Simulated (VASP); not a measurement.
Input of a VASP 6.6.1 run:

INCAR

```
ALGO = Normal
EDIFF = 1E-6
ENCUT = 600
GGA = PE
GGA_COMPAT = False
ISIF = 2
ISMEAR = -1
LASPH = True
LCHARG = False
LDAU = True
LDAUJ = 0 0
LDAUL = 2 -1
LDAUPRINT = 1
LDAUTYPE = 2
LDAUU = 2 0
LMAXMIX = 4
LREAL = False
LWAVE = False
NBANDS = 25
NELM = 200
PREC = Accurate
SIGMA = 0.05
```

File KPOINTS:

```
k-points
0
Gamma
  7 7 7
```

POSCAR

```
TaF3
1.0
    4.1368170752      0.0000000000      0.0000000000
    0.0000000000      4.1368170752      0.0000000000
    0.0000000000      0.0000000000      4.1368170752
Ta F
1 3
Direct
    0.0000000000      0.0000000000      0.0000000000
    0.0000000000      0.0000000000      0.5000000000
    0.0000000000      0.5000000000      0.0000000000
    0.5000000000      0.0000000000      0.0000000000
```

Potentials or basis: VASP PAW PBE potentials, release 64 (Ta_sv_GW, F).

Launch:

```bash
$ cat potpaw_PBE.64/Ta_sv_GW/POTCAR potpaw_PBE.64/F/POTCAR > POTCAR
$ mpirun -np 1 vasp_std > vasp.out
```

**Question.** What does it give for the pressure?

**Answer.** 0.5 GPa.

**Question.** What does it give for the band gap on the k mesh?

**Answer.** Zero (band 17 reaches 5.78 eV, above the bottom of band 18 at 3.75 eV).

Eigenvalues of the final occupation matrices:
```tsv
site	spin	trace	eigenvalues
site 1 d	1	1.14	0.13 0.13 0.29 0.29 0.29
site 1 d	2	1.14	0.13 0.13 0.29 0.29 0.29
```

Caveat: spin-orbit coupling is left out, which moves the levels of the heavy elements; U without spin polarisation on a metal has little footing.
